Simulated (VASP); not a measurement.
# Si3B4 (P-43m) in VASP: further runs

Runs on Si3B4. Level: PBE. Tasks: single point.

Program: VASP 6.6.1. These are calculated values, not measurements. Logs are shortened: lines on timing, memory, paths and dates and some standing lists are left out, and cuts for length are marked.

### 1 The cell of the first run

Symmetry: P-43m, No. 215, cubic system. The conventional cell has a = 4.200 Å, b = 4.200 Å, c = 4.200 Å, α = 90.00°, β = 90.00°, γ = 90.00°. Within 2.8 Å of Si (site symmetry -42m) lie 4 B at 2.14 Å. B (site symmetry 3m) has 3 B at 1.86 Å and 3 Si at 2.14 Å within 2.5 Å.

The cell was built from a structure type or drawn by symmetry, and may not be a known phase.

### 2 Single point, PBE

The input, INCAR:

```
ALGO = Normal ; EDIFF = 1E-6
ENCUT = 500 ; GGA = PE
GGA_COMPAT = F ; ISIF = 2
ISMEAR = 0 ; LASPH = T
LCHARG = T ; LELF = T
LREAL = F ; LVHAR = T
LWAVE = F ; NBANDS = 21
NELM = 120 ; PREC = Accurate
SIGMA = 0.2
```

The input, KPOINTS:

```
k-points
0
Gamma
  4 4 4
```

The input, POSCAR:

```
Si3B4
1.0
    4.1996045200      0.0000000000      0.0000000000
    0.0000000000      4.1996045200      0.0000000000
    0.0000000000      0.0000000000      4.1996045200
Si B
3 4
Direct
    0.0000000000      0.0000000000      0.5000000000
    0.5000000000      0.0000000000      0.0000000000
    0.0000000000      0.5000000000      0.0000000000
    0.6562535680      0.3437464320      0.3437464320
    0.3437464320      0.6562535680      0.3437464320
    0.3437464320      0.3437464320      0.6562535680
    0.6562535680      0.6562535680      0.6562535680
```

Potentials or basis: VASP PAW PBE potentials, release 64 (Si, B).

The run is started by

```bash
$ cat potpaw_PBE.64/Si/POTCAR potpaw_PBE.64/B/POTCAR > POTCAR
$ mpirun -np 1 vasp_std > vasp.out
```

OUTCAR:

```text
EDIFF = 1E-6
   ENCUT = 500
   GGA = PE
   ISIF = 2
   ISMEAR = 0
   LASPH = T
   LREAL = F
   NELM = 120
   PREC = Accurate

 ion  position               nearest neighbor table
   1  0.000  0.000  0.500-   4 2.14   5 2.14   6 2.14   7 2.14   2 2.97   3 2.97   2 2.97   3 2.97
                             3 2.97   3 2.97   2 2.97   2 2.97
   2  0.500  0.000  0.000-   4 2.14   5 2.14   6 2.14   7 2.14   1 2.97   3 2.97   1 2.97   3 2.97
                             1 2.97   3 2.97   1 2.97   3 2.97
   3  0.000  0.500  0.000-   4 2.14   5 2.14   6 2.14   7 2.14   1 2.97   2 2.97   1 2.97   1 2.97
                             2 2.97   1 2.97   2 2.97   2 2.97
   4  0.656  0.344  0.344-   5 1.86   6 1.86   7 1.86   1 2.14   2 2.14   3 2.14
   5  0.344  0.656  0.344-   4 1.86   6 1.86   7 1.86   1 2.14   2 2.14   3 2.14
   6  0.344  0.344  0.656-   4 1.86   5 1.86   7 1.86   1 2.14   2 2.14   3 2.14
   7  0.656  0.656  0.656-   4 1.86   5 1.86   6 1.86   1 2.14   2 2.14   3 2.14

  LATTYP: Found a simple cubic cell.
 ALAT       =     4.1996045200

  Lattice vectors:

 A1 = (   4.1996045200,   0.0000000000,   0.0000000000)
 A2 = (   0.0000000000,   4.1996045200,   0.0000000000)
 A3 = (   0.0000000000,   0.0000000000,   4.1996045200)

Analysis of symmetry for initial positions (statically):
=====================================================================
 Subroutine PRICEL returns:
 Original cell was already a primitive cell.

 Routine SETGRP: Setting up the symmetry group for a
 simple cubic supercell.

 Subroutine GETGRP returns: Found 24 space group operations
 (whereof 24 operations were pure point group operations)
 out of a pool of 48 trial point group operations.

The static configuration has the point symmetry T_d .

Analysis of symmetry for dynamics (positions and initial velocities):
=====================================================================
 Subroutine PRICEL returns:
 Original cell was already a primitive cell.

 Routine SETGRP: Setting up the symmetry group for a
 simple cubic supercell.

 Subroutine GETGRP returns: Found 24 space group operations
 (whereof 24 operations were pure point group operations)
 out of a pool of 48 trial point group operations.

The dynamic configuration has the point symmetry T_d .

 Subroutine INISYM returns: Found 24 space group operations
 (whereof 24 operations are pure point group operations),
 and found     1 'primitive' translations

----------------------------------------------------------------------------------------

                                     Primitive cell

  volume of cell :      74.0671

  direct lattice vectors                    reciprocal lattice vectors
     4.199604520  0.000000000  0.000000000     0.238117660  0.000000000  0.000000000
     0.000000000  4.199604520  0.000000000     0.000000000  0.238117660  0.000000000
     0.000000000  0.000000000  4.199604520     0.000000000  0.000000000  0.238117660

  length of vectors
     4.199604520  4.199604520  4.199604520     0.238117660  0.238117660  0.238117660

  position of ions in fractional coordinates (direct lattice)
     0.000000000  0.000000000  0.500000000
     0.500000000  0.000000000  0.000000000
     0.000000000  0.500000000  0.000000000
     0.656253568  0.343746432  0.343746432
     0.343746432  0.656253568  0.343746432
     0.343746432  0.343746432  0.656253568
     0.656253568  0.656253568  0.656253568

  ion indices of the primitive-cell ions
   primitive index   ion index
                 1           1
                 2           2
                 3           3
                 4           4
                 5           5
                 6           6
                 7           7

----------------------------------------------------------------------------------------

 KPOINTS: k-points

Automatic generation of k-mesh.
 Grid dimensions read from file:
 generate k-points for:    4    4    4

 Generating k-lattice:

  Cartesian coordinates                     Fractional coordinates (reciprocal lattice)
     0.059529415  0.000000000  0.000000000     0.250000000  0.000000000  0.000000000
     0.000000000  0.059529415  0.000000000     0.000000000  0.250000000  0.000000000
     0.000000000  0.000000000  0.059529415     0.000000000  0.000000000  0.250000000

  Length of vectors
     0.059529415  0.059529415  0.059529415

  Shift w.r.t. Gamma in fractional coordinates (k-lattice)
     0.000000000  0.000000000  0.000000000

 Subroutine IBZKPT returns following result:
 ===========================================

 Found     10 irreducible k-points:

 Following reciprocal coordinates:
            Coordinates               Weight
  0.000000  0.000000  0.000000      1.000000
  0.250000  0.000000  0.000000      6.000000
  0.500000  0.000000  0.000000      3.000000
  0.250000  0.250000  0.000000     12.000000
  0.500000  0.250000  0.000000     12.000000
  0.500000  0.500000  0.000000      3.000000
  0.250000  0.250000  0.250000      8.000000
  0.500000  0.250000  0.250000     12.000000
  0.500000  0.500000  0.250000      6.000000
  0.500000  0.500000  0.500000      1.000000
   k-points           NKPTS =     10   k-points in BZ     NKDIM =     10   number of bands    NBANDS=     21
   number of dos      NEDOS =    301   number of ions     NIONS =      7
   total plane-waves  NPLWV =  32768
   dimension x,y,z NGX =    32 NGY =   32 NGZ =   32
   dimension x,y,z NGXF=    64 NGYF=   64 NGZF=   64
   ions per type =               3   4
   NGX,Y,Z   is equivalent  to a cutoff of  12.67, 12.67, 12.67 a.u.
   NGXF,Y,Z  is equivalent  to a cutoff of  25.34, 25.34, 25.34 a.u.
 SYSTEM =  unknown system
   PREC   = accura    normal or accurate (medium, high low for compatibility)
   ISTART =      0    job   : 0-new  1-cont  2-samecut
   ICHARG =      2    charge: 1-file 2-atom 10-const
   ISPIN  =      1    spin polarized calculation?
   LNONCOLLINEAR =      F non collinear calculations
   LSORBIT =      F    spin-orbit coupling
   LASPH  =      T    aspherical Exc in radial PAW
   ENCUT  =  500.0 eV  36.75 Ry    6.06 a.u.   7.66  7.66  7.66*2*pi/ulx,y,z
   NELM   =    120;   NELMIN=  2; NELMDL= -5     # of ELM steps
   EDIFF  = 0.1E-05   stopping-criterion for ELM
   LREAL  =      F    real-space projection
   EDIFFG = 0.1E-04   stopping-criterion for IOM
   NSW    =      0    number of steps for IOM
   IBRION =     -1    ionic relax: 0-MD 1-quasi-New 2-CG
   NFREE  =      0    steps in history (QN), initial steepest desc. (CG)
   ISIF   =      2    stress and relaxation
   ISYM   =      2    0-nonsym 1-usesym 2-fastsym
   POTIM  = 0.5000    time-step for ionic-motion
   TEBEG  =    0.0;   TEEND  =   0.0 temperature during run
   PSTRESS=    0.0 pullay stress
   NELECT =      24.0000    total number of electrons
   NUPDOWN=      -1.0000    fix difference up-down
   EMIN   =  10.00;   EMAX   =-10.00  energy-range for DOS
   EFERMI =   0.00;   METHOD = LEGACY
   ISMEAR =     0;   SIGMA  =   0.20  broadening in eV -4-tet -1-fermi 0-gaus
   EFERMI_NEDOS =   21; number of points for ismear=-14 and -15
   IALGO  =     38    algorithm
   IMIX   =      4    mixing-type and parameters
     AMIX     =   0.40;   BMIX     =  1.00
     AMIX_MAG =   1.60;   BMIX_MAG =  1.00
  volume/ion in A,a.u.               =      10.58        71.40
  Fermi-wavevector in a.u.,A,eV,Ry     =   1.124441  2.124886 17.202779  1.264369
  Thomas-Fermi vector in A             =   2.261113
   LORBIT       =      0    0 simple, 1 ext, 2 COOP (PROOUT), +10 PAW based schemes
   GGA     = PE    functional components
   LHFCALC =     F    Hartree Fock is set to
   AEXX    =    0.0000 exact exchange contribution
   IVDW    =     0    specifies the selected vdW correction
   LEPSILON=     F    determine dielectric tensor
   LRPA    =     F    only Hartree local field effects (RPA)
 non-spin polarized calculation
 Gauss-broadening in eV      SIGMA  =   0.20
  energy-cutoff  :      500.00
  volume of cell :       74.07
 maximum number of plane-waves:      1924
 NGX is ok and might be reduce to    32
   NGX = 15   NGY = 15   NGZ = 15

 number of electron      23.9999999 magnetization

 Free energy of the ion-electron system (eV)
  ---------------------------------------------------
  ext. energy  EPLUGINS =         0.00000000
  ---------------------------------------------------
  free energy    TOTEN  =       -37.66355141 eV

  energy without entropy =      -37.55429585  energy(sigma->0) =      -37.60892363

 E-fermi :   8.4049     XC(G=0): -11.3188

 val. band max:        8.3989015599   @ k =   0.5000   0.2500   0.0000
 cond. band min:       8.4986245311   @ k =   0.5000   0.2500   0.0000
 fundamental gap:      0.0997229712
 Fermi energy:         8.4049195125

 k-point     1 :       0.0000    0.0000    0.0000
  band No.  band energies     occupation
      1      -6.5175      2.00000
      2      -1.0119      2.00000
      3       0.9923      2.00000
      4       0.9923      2.00000
      5       0.9923      2.00000
      6       1.3063      2.00000
[... 13 lines left out ...]
     20      15.3040      0.00000
     21      15.3040      0.00000

 k-point     2 :       0.2500    0.0000    0.0000
  band No.  band energies     occupation
      1      -6.0830      2.00000
      2      -2.4322      2.00000
      3      -0.0720      2.00000
      4       1.3609      2.00000
      5       1.3609      2.00000
      6       1.7914      2.00000
[... 13 lines left out ...]
     20      13.6245      0.00000
     21      13.7584      0.00000

 k-point     3 :       0.5000    0.0000    0.0000
  band No.  band energies     occupation
      1      -5.1669      2.00000
      2      -4.1243      2.00000
      3       0.0858      2.00000
      4       2.0204      2.00000
      5       2.0204      2.00000
      6       2.9792      2.00000
[... 13 lines left out ...]
     20      15.2023      0.00000
     21      15.2023      0.00000

 k-point     4 :       0.2500    0.2500    0.0000
  band No.  band energies     occupation
      1      -5.6580      2.00000
      2      -2.3091      2.00000
      3      -1.6026      2.00000
      4       0.7611      2.00000
      5       1.6519      2.00000
      6       2.8211      2.00000
[... 13 lines left out ...]
     20      14.2420      0.00000
     21      15.2482      0.00000

 k-point     5 :       0.5000    0.2500    0.0000
  band No.  band energies     occupation
      1      -4.7925      2.00000
      2      -3.6560      2.00000
      3      -1.2190      2.00000
      4       0.0982      2.00000
      5       1.9684      2.00000
      6       2.8244      2.00000
[... 13 lines left out ...]
     20      14.9964      0.00000
     21      15.8459      0.00000

 k-point     6 :       0.5000    0.5000    0.0000
  band No.  band energies     occupation
      1      -4.1281      2.00000
      2      -2.5426      2.00000
      3      -2.5426      2.00000
      4      -1.8691      2.00000
      5       2.2824      2.00000
      6       3.6027      2.00000
[... 13 lines left out ...]
     20      15.6575      0.00000
     21      15.9189      0.00000

 k-point     7 :       0.2500    0.2500    0.2500
  band No.  band energies     occupation
      1      -5.2453      2.00000
      2      -2.1875      2.00000
      3      -1.1477      2.00000
      4      -1.1477      2.00000
      5       2.1029      2.00000
      6       2.4912      2.00000
[... 13 lines left out ...]
     20      15.4546      0.00000
     21      16.3869      0.00000

 k-point     8 :       0.5000    0.2500    0.2500
  band No.  band energies     occupation
      1      -4.4405      2.00000
      2      -3.1922      2.00000
      3      -1.2660      2.00000
      4      -0.0679      2.00000
      5       0.5859      2.00000
      6       1.0885      2.00000
[... 13 lines left out ...]
     20      15.0659      0.00000
     21      16.1800      0.00000

 k-point     9 :       0.5000    0.5000    0.2500
  band No.  band energies     occupation
      1      -3.8566      2.00000
      2      -2.0820      2.00000
      3      -2.0820      2.00000
      4      -1.4798      2.00000
      5       0.5564      2.00000
      6       1.6231      2.00000
[... 13 lines left out ...]
     20      16.0082      0.00000
     21      16.0082      0.00000

 k-point    10 :       0.5000    0.5000    0.5000
  band No.  band energies     occupation
      1      -3.4785      2.00000
      2      -0.9699      2.00000
      3      -0.9699      2.00000
      4      -0.9699      2.00000
      5      -0.3527      2.00000
      6      -0.3527      2.00000
[... 13 lines left out ...]
     20      16.0052      0.00000
     21      16.0052      0.00000

------------------------ aborting loop because EDIFF is reached ----------------------------------------

  FORCE on cell =-STRESS in cart. coord.  units (eV):
  Direction    XX          YY          ZZ          XY          YZ          ZX
  --------------------------------------------------------------------------------------
  -------------------------------------------------------------------------------------
  Total       -0.0574962     -0.0574962     -0.0574962      0.0000000      0.0000000      0.0000000
  in kB       -1.2437265     -1.2437265     -1.2437265      0.0000000      0.0000000      0.0000000
  external PRESSURE =      -1.2437265 kB  Pullay stress =       0.0000000 kB

 VOLUME and BASIS-vectors are now :
 -----------------------------------------------------------------------------
  energy-cutoff  :      500.00
  volume of cell :       74.07
      direct lattice vectors                 reciprocal lattice vectors
     4.199604520  0.000000000  0.000000000     0.238117660  0.000000000  0.000000000
     0.000000000  4.199604520  0.000000000     0.000000000  0.238117660  0.000000000
     0.000000000  0.000000000  4.199604520     0.000000000  0.000000000  0.238117660

 POSITION                                       TOTAL-FORCE (eV/Angst)
 -----------------------------------------------------------------------------------
      0.00000      0.00000      2.09980        -0.000000     -0.000000     -0.000000
      2.09980      0.00000      0.00000        -0.000000     -0.000000     -0.000000
      0.00000      2.09980      0.00000        -0.000000     -0.000000     -0.000000
      2.75601      1.44360      1.44360         0.008678     -0.008678     -0.008678
      1.44360      2.75601      1.44360        -0.008678      0.008678     -0.008678
      1.44360      1.44360      2.75601        -0.008678     -0.008678      0.008678
      2.75601      2.75601      2.75601         0.008678      0.008678      0.008678
 -----------------------------------------------------------------------------------
    total drift:                               -0.000000     -0.000000      0.000000

  FREE ENERGIE OF THE ION-ELECTRON SYSTEM (eV)
  ---------------------------------------------------
  free  energy   TOTEN  =       -37.6635514094 eV

  energy  without entropy=      -37.5542958498  energy(sigma->0) =      -37.60892363
```

Wall time 8.7 s (1 thread of Intel Xeon 6975P-C (Granite Rapids), shared host); peak memory 0.16 GiB.

What came out:

```yaml
Free_energy: -37.6636 eV
Pressure: -0.1 GPa
Largest_force: 0.015 eV/Å
Band_gap_on_the_k_mesh: zero (bands 12 and 13 overlap by 3.35 eV)
```

Forces in eV/Å, atoms in the order of the input:
```
Si   0.000  0.000  0.000
Si   0.000  0.000  0.000
Si   0.000  0.000  0.000
B    0.009 -0.009 -0.009
B   -0.009  0.009 -0.009
B   -0.009 -0.009  0.009
B    0.009  0.009  0.009
```

Caveat: the k points lie up to 0.37 Å⁻¹ apart, too coarse for converged energies and pressures of a metal.

### 3 Single point, PBE

This run uses another cell than the first one, of 16.18 Å³/atom.

The input, INCAR:

```
SYSTEM = Si3B4
PREC     = Accurate       ! precision mode
ENCUT    = 500            ! plane-wave cutoff, eV
EDIFF    = 1E-6           ! SCF threshold, eV
ISMEAR   = 0              ! smearing method
SIGMA    = 0.2            ! smearing width, eV
LREAL    = .False.        ! projectors in reciprocal space
LASPH    = .True.         ! aspherical terms in the spheres
NELM     = 120            ! most SCF steps
ALGO     = Normal         ! electronic algorithm
ISIF     = 2              ! what is computed and relaxed
LWAVE    = .False.        ! write WAVECAR
LCHARG   = .False.        ! write CHGCAR
GGA      = PE             ! functional
NBANDS   = 21             ! bands
GGA_COMPAT= .False.
```

The input, KPOINTS:

```
Automatic mesh
0
Gamma
  4 4 4
  0 0 0
```

The input, POSCAR:

```
Si3B4
1.0
    4.8384851585      0.0000000000      0.0000000000
    0.0000000000      4.8384851585      0.0000000000
    0.0000000000      0.0000000000      4.8384851585
Si B
3 4
Direct
    0.5000000000      0.0000000000      0.5000000000
    0.0000000000      0.5000000000      0.5000000000
    0.5000000000      0.5000000000      0.0000000000
    0.6552529331      0.6552529331      0.3447470669
    0.6552529331      0.3447470669      0.6552529331
    0.3447470669      0.3447470669      0.3447470669
    0.3447470669      0.6552529331      0.6552529331
```

Potentials or basis: VASP PAW PBE potentials, release 64 (Si, B).

The run is started by

```bash
$ cat potpaw_PBE.64/Si/POTCAR potpaw_PBE.64/B/POTCAR > POTCAR
$ mpirun -np 1 vasp_std > vasp.out
```

Wall time 13 s (1 thread of Intel Xeon 6975P-C (Granite Rapids), shared host); peak memory 0.2 GiB.

It converged, with:

| Quantity | Value |
| --- | --- |
| Free energy | -38.1087 eV |
| Pressure | 0.4 GPa |
| Band gap on the k mesh | zero (bands 12 and 13 overlap by 2.32 eV) |

Levels at points of the mesh, in eV from the Fermi level:
| k point | band 10 | band 11 | band 12 | band 13 | band 14 | band 15 |
| --- | --- | --- | --- | --- | --- | --- |
| (0.00, 0.00, 0.00) | -2.26 | -1.02 | -1.02 | -1.02 | 2.22 | 2.22 |
| (0.50, 0.00, 0.00) | -2.58 | -1.78 | -0.50 | -0.50 | 1.51 | 2.05 |
| (0.50, 0.50, 0.00) | -1.93 | -1.22 | -1.22 | 1.48 | 2.32 | 2.32 |
| (0.50, 0.50, 0.50) | -1.68 | 1.29 | 1.29 | 1.29 | 2.56 | 2.56 |
